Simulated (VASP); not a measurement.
# TiO2 (Anatase) (I4_1/amd) in VASP: a series of runs

The runs below take TiO2 (Anatase) through relaxation of cell and atoms, single point, with LDA, PBE.

Everything below comes from runs of VASP 6.6.1. Logs are shortened: lines on timing, memory, paths and dates and some standing lists are left out, and cuts for length are marked.

### Step 1. The cell of the first run

The structure is tetragonal, space group I4_1/amd (No. 141). Conventional cell: a = 3.784 Å, b = 3.784 Å, c = 9.515 Å, α = 90.00°, β = 90.00°, γ = 90.00°. Ti (site symmetry -4m2) has 6 O at 1.93 to 1.98 Å within 2.6 Å. O (site symmetry 2mm) has 3 Ti at 1.93 to 1.98 Å and 2 O at 2.47 Å within 2.6 Å.

### Step 2. Relaxation of cell and atoms, LDA

Contents of INCAR:

```
SYSTEM = TiO2
  PREC = Accurate
  ENCUT = 600
  EDIFF = 1E-6
  ISMEAR = -1
  SIGMA = 0.05
  LREAL = .False.
  LASPH = .True.
  NELM = 100
  ALGO = Normal
  ISIF = 3
  LWAVE = .False.
  LCHARG = .False.
  IBRION = 2
  NSW = 80
  EDIFFG = -0.01
```

Contents of KPOINTS:

```
regular mesh
0
Gamma
  8 8 8
  0 0 0
```

Contents of POSCAR:

```
TiO2
1.0
   -1.8921000000      1.8921000000      4.7573000000
    1.8921000000     -1.8921000000      4.7573000000
    1.8921000000      1.8921000000     -4.7573000000
Ti O
2 4
Direct
    0.7500000000      0.2500000000      0.5000000000
    0.0000000000      0.0000000000      0.0000000000
    0.7919000000      0.7919000000      0.0000000000
    0.5419000000      0.0419000000      0.5000000000
    0.9581000000      0.4581000000      0.5000000000
    0.2081000000      0.2081000000      0.0000000000
```

Potentials or basis: VASP PAW LDA potentials, release 64 (Ti_sv, O).

Launch:

```
$ cat potpaw_LDA.64/Ti_sv/POTCAR potpaw_LDA.64/O/POTCAR > POTCAR
$ mpirun -np 1 vasp_std > vasp.out
```

OUTCAR:

```text
SYSTEM = TiO2
   PREC = Accurate
   ENCUT = 600
   EDIFF = 1E-6
   ISMEAR = -1
   LREAL = .False.
   LASPH = .True.
   NELM = 100
   ISIF = 3
   IBRION = 2
   NSW = 80
   EDIFFG = -0.01

 ion  position               nearest neighbor table
   1  0.750  0.250  0.500-   3 1.93   6 1.93   3 1.93   6 1.93   5 1.98   4 1.98
   2  0.000  0.000  0.000-   4 1.93   5 1.93   4 1.93   5 1.93   3 1.98   6 1.98
   3  0.792  0.792  0.000-   1 1.93   1 1.93   2 1.98
   4  0.542  0.042  0.500-   2 1.93   2 1.93   1 1.98
   5  0.958  0.458  0.500-   2 1.93   2 1.93   1 1.98
   6  0.208  0.208  0.000-   1 1.93   1 1.93   2 1.98

  LATTYP: Found a body centered tetragonal cell.
 ALAT       =     3.7842000000
 C/A-ratio  =     2.5142962846

  Lattice vectors:

 A1 = (  -1.8921000000,   1.8921000000,   4.7573000000)
 A2 = (   1.8921000000,  -1.8921000000,   4.7573000000)
 A3 = (   1.8921000000,   1.8921000000,  -4.7573000000)

Analysis of symmetry for initial positions (statically):
=====================================================================
 Subroutine PRICEL returns:
 Original cell was already a primitive cell.

 Routine SETGRP: Setting up the symmetry group for a
 body centered tetragonal supercell.

 Subroutine GETGRP returns: Found 16 space group operations
 (whereof  8 operations were pure point group operations)
 out of a pool of 16 trial point group operations.

The static configuration has the point symmetry D_2d.
 The point group associated with its full space group is D_4h.

Analysis of symmetry for dynamics (positions and initial velocities):
=====================================================================
 Subroutine PRICEL returns:
 Original cell was already a primitive cell.

 Routine SETGRP: Setting up the symmetry group for a
 body centered tetragonal supercell.

 Subroutine GETGRP returns: Found 16 space group operations
 (whereof  8 operations were pure point group operations)
 out of a pool of 16 trial point group operations.

The dynamic configuration has the point symmetry D_2d.
 The point group associated with its full space group is D_4h.

 Subroutine INISYM returns: Found 16 space group operations
 (whereof  8 operations are pure point group operations),
 and found     1 'primitive' translations

----------------------------------------------------------------------------------------

[... 107 lines left out ...]
   ISYM   =      2    0-nonsym 1-usesym 2-fastsym
   POTIM  = 0.5000    time-step for ionic-motion
   TEBEG  =    0.0;   TEEND  =   0.0 temperature during run
   PSTRESS=    0.0 pullay stress
   NELECT =      48.0000    total number of electrons
   NUPDOWN=      -1.0000    fix difference up-down
   EMIN   =  10.00;   EMAX   =-10.00  energy-range for DOS
   EFERMI =   0.00;   METHOD = LEGACY
   ISMEAR =    -1;   SIGMA  =   0.05  broadening in eV -4-tet -1-fermi 0-gaus
   EFERMI_NEDOS =   21; number of points for ismear=-14 and -15
   IALGO  =     38    algorithm
   IMIX   =      4    mixing-type and parameters
     AMIX     =   0.40;   BMIX     =  1.00
     AMIX_MAG =   1.60;   BMIX_MAG =  1.00
  volume/ion in A,a.u.               =      11.35        76.62
  Fermi-wavevector in a.u.,A,eV,Ry     =   1.456752  2.752862 28.873289  2.122127
  Thomas-Fermi vector in A             =   2.573634
   LORBIT       =      0    0 simple, 1 ext, 2 COOP (PROOUT), +10 PAW based schemes
   GGA     = CA    functional components
   LHFCALC =     F    Hartree Fock is set to
   AEXX    =    0.0000 exact exchange contribution
   IVDW    =     0    specifies the selected vdW correction
   LEPSILON=     F    determine dielectric tensor
   LRPA    =     F    only Hartree local field effects (RPA)
 conjugate gradient relaxation of ions
 non-spin polarized calculation
  energy-cutoff  :      600.00
  volume of cell :       68.13
 maximum number of plane-waves:      2299
 NGX is ok and might be reduce to    48
   NGX = 21   NGY = 21   NGZ = 21

--------------------------------------- Ionic step        1  -------------------------------------------

 number of electron      47.9999997 magnetization

 Free energy of the ion-electron system (eV)
  ---------------------------------------------------
  ext. energy  EPLUGINS =         0.00000000
  ---------------------------------------------------
  free energy    TOTEN  =       -58.81835319 eV

  energy without entropy =      -58.81835319  energy(sigma->0) =      -58.81835319

------------------------ aborting loop because EDIFF is reached ----------------------------------------

  FORCE on cell =-STRESS in cart. coord.  units (eV):
  Direction    XX          YY          ZZ          XY          YZ          ZX
  --------------------------------------------------------------------------------------
  -------------------------------------------------------------------------------------
  Total       -2.5873675     -2.5873675     -2.1903918      0.0000000      0.0000000      0.0000000
  in kB      -60.8499187    -60.8499187    -51.5138107      0.0000000      0.0000000      0.0000000
  external PRESSURE =     -57.7378827 kB  Pullay stress =       0.0000000 kB
[... 187 lines left out ...]
--------------------------------------- Ionic step        6  -------------------------------------------

 number of electron      47.9999996 magnetization

 Free energy of the ion-electron system (eV)
  ---------------------------------------------------
  ext. energy  EPLUGINS =         0.00000000
  ---------------------------------------------------
  free energy    TOTEN  =       -58.85171157 eV

  energy without entropy =      -58.85171157  energy(sigma->0) =      -58.85171157

 E-fermi :   4.3810     XC(G=0): -11.4797

 val. band max:        3.3058714553   @ k =  -0.3750   0.3750   0.0000
 cond. band min:       5.3991424679   @ k =   0.0000   0.0000   0.0000
 fundamental gap:      2.0932710126
 Fermi energy:         4.3810217861

 k-point     1 :       0.0000    0.0000    0.0000
  band No.  band energies     occupation
      1     -52.2175      2.00000
      2     -52.1445      2.00000
      3     -29.1392      2.00000
      4     -28.8645      2.00000
      5     -28.8645      2.00000
      6     -28.7823      2.00000
[... 733 lines left out ...]
     27       7.0944      0.00000
     28       7.1086      0.00000

 [... further k-points ...]

------------------------ aborting loop because EDIFF is reached ----------------------------------------

  FORCE on cell =-STRESS in cart. coord.  units (eV):
  Direction    XX          YY          ZZ          XY          YZ          ZX
  --------------------------------------------------------------------------------------
  -------------------------------------------------------------------------------------
  Total        0.0319959      0.0319959      0.0311961      0.0000000      0.0000000      0.0000000
  in kB        0.7728508      0.7728508      0.7535298      0.0000000      0.0000000      0.0000000
  external PRESSURE =       0.7664105 kB  Pullay stress =       0.0000000 kB
[... 21 lines left out ...]
  FREE ENERGIE OF THE ION-ELECTRON SYSTEM (eV)
  ---------------------------------------------------
  free  energy   TOTEN  =       -58.8517115675 eV

  energy  without entropy=      -58.8517115674  energy(sigma->0) =      -58.85171157

 reached required accuracy - stopping structural energy minimisation
```

OSZICAR:

```text
N       E                     dE             d eps       ncg     rms          rms(c)
DAV:   1     0.713978488662E+03    0.71398E+03   -0.27243E+04  3304   0.219E+03
DAV:   2     0.555871782269E+02   -0.65839E+03   -0.63802E+03  3488   0.606E+02
[... 55 lines left out ...]
   5 F= -.58851602E+02 E0= -.58851602E+02  d E =-.784635E-03
       N       E                     dE             d eps       ncg     rms          rms(c)
DAV:   1    -0.588519683640E+02   -0.36634E-03   -0.36097E-02  3312   0.166E+00    0.115E-01
DAV:   2    -0.588518253592E+02    0.14300E-03   -0.13984E-03  3780   0.347E-01    0.674E-02
DAV:   3    -0.588517094593E+02    0.11590E-03   -0.31294E-04  3840   0.180E-01    0.141E-02
DAV:   4    -0.588517117071E+02   -0.22478E-05   -0.50140E-05  3836   0.672E-02    0.645E-03
DAV:   5    -0.588517115675E+02    0.13958E-06   -0.31687E-06  2904   0.133E-02
   6 F= -.58851712E+02 E0= -.58851712E+02  d E =-.894008E-03
```

It took 8.2 min on 1 thread of Intel Xeon 6975P-C (Granite Rapids), shared host; peak memory 0.34 GiB.

What came out:

| Quantity | Value |
| --- | --- |
| Free energy | -58.8517 eV |
| Relaxed volume | 11.05 Å³/atom |
| Relaxed cell | a = 5.420 Å, b = 5.420 Å, c = 5.420 Å, α = 139.57°, β = 139.57°, γ = 58.50° |
| Space group after relaxing (to 0.05 Å) | I4_1/amd (No. 141) |
| Energy gained by relaxing | 5.6 meV/atom |
| Ionic steps | 6 |
| Pressure after relaxing | 0.1 GPa |
| Largest force after relaxing | 0.003 eV/Å |
| Band gap on the k mesh | 2.09 eV, indirect (least direct gap 2.41 eV) |

Forces in eV/Å, atoms in the order of the input:
```
Ti   0.000  0.000  0.000
Ti   0.000  0.000  0.000
O    0.000  0.000 -0.003
O    0.000  0.000 -0.003
O    0.000  0.000  0.003
O    0.000  0.000  0.003
```

The path:
```
step  energy change (eV)  largest force (eV/Å)  pressure (GPa)  volume (Å³)
   1              0.0000                0.0900           -5.77        68.13
   2              0.0280                0.3183            8.76        64.17
   3             -0.0325                0.0759           -0.05        66.42
   4             -0.0325                0.0796            0.01        66.38
   5             -0.0332                0.0231            0.07        66.31
   6             -0.0334                0.0031            0.08        66.33
```

Final structure:
```
Ti O
1.0
    -1.87265    1.87265    4.72862
     1.87265   -1.87265    4.72862
     1.87265    1.87265   -4.72862
Ti O
2 4
Cartesian
  0.0000 1.8727 2.3643
  0.0000 0.0000 0.0000
  0.0000 0.0000 7.4886
  0.0000 1.8727 0.3956
  0.0000 1.8727 4.3330
  0.0000 0.0000 1.9687
```

Levels at points of the mesh, in eV from the valence-band top:
```csv
k point,band 22,band 23,band 24,band 25,band 26,band 27
"(0.00, 0.00, 0.00)",-0.73,-0.47,-0.47,2.09,2.89,4.10
"(0.50, 0.00, 0.00)",-0.99,-0.79,-0.62,3.30,3.64,3.66
"(0.50, 0.50, 0.00)",-2.14,0.00,0.00,3.42,3.42,3.94
"(0.50, 0.50, 0.50)",-1.25,-0.08,-0.08,2.48,2.48,3.88
```

(Continued in part 2 of 2.)
